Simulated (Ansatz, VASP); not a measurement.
**One calculation of TlBr, two programs**

INCAR

```
PREC     = Accurate       # precision mode
ENCUT    = 500            # plane-wave cutoff, eV
EDIFF    = 1E-6           # SCF threshold, eV
ISMEAR   = -1             # smearing method
SIGMA    = 0.08           # smearing width, eV
LREAL    = F              # projectors in reciprocal space
LASPH    = T              # aspherical terms in the spheres
NELM     = 120            # most SCF steps
ALGO     = Normal         # electronic algorithm
ISIF     = 2              # what is computed and relaxed
LWAVE    = F              # write WAVECAR
LCHARG   = T              # write CHGCAR
GGA      = PE             # functional
LELF     = T              # ELF
LVHAR    = T            
NBANDS   = 17             # bands
GGA_COMPAT= F
```

The input KPOINTS:

```
Automatic mesh
0
Gamma
  12 12 12
```

Contents of POSCAR:

```
TlBr
1.0
    2.9854158124      0.0000000000      0.0000000000
    0.0000000000      2.9854158124      0.0000000000
    0.0000000000      0.0000000000      2.9854158124
Tl Br
1 1
Direct
    0.0000000000      0.0000000000      0.0000000000
    0.5000000000      0.5000000000      0.5000000000
```

Input for Ansatz:

```yaml
crystal:
  lattice:
    - [2.9854158124, 0.0, 0.0]
    - [0.0, 2.9854158124, 0.0]
    - [0.0, 0.0, 2.9854158124]
  atoms:
    - { symbol: Tl, position: [0.0, 0.0, 0.0] }
    - { symbol: Br, position: [0.5, 0.5, 0.5] }
kpoints:
  mp_grid: { grid: [12, 12, 12] }
scf:
  occupations: { method: fermi_dirac, width: 0.08 }
hamiltonian:
  xc: pbe
  pseudopotentials: { kind: all_electron, datasets: crystal }
output:
  forces: true
  stress: true
  eigenvalues: true
```

Change from the starting cell: volume scaled by 0.4, crystal datasets.

Alike in both runs: task single point; functional PBE; k mesh 12 × 12 × 12; occupations fermi-dirac, width 0.08 eV; no spin polarisation.

|  | VASP | Ansatz |
| --- | --- | --- |
| version | VASP 6.6.1 | Ansatz 0.2.0 |
| potentials or method | VASP PAW PBE potentials, release 64 (Tl_d, Br), cutoff 500 eV | all-electron PAW with datasets made for the crystal, scalar-relativistic |

Ansatz gave:

```
pressure (GPa) : 174.2
```

Problem. What did VASP give for the same quantities?

Solution. Pressure (GPa): 174.8.

Both programs put the cell under a high pressure, so it lies far from rest at this level. Ansatz ran all-electron here, and VASP with PAW potentials. Ansatz's warnings: printed levels off.

Neither program's run includes spin-orbit coupling. Noted on VASP's run: the cell as given lies far from equilibrium.
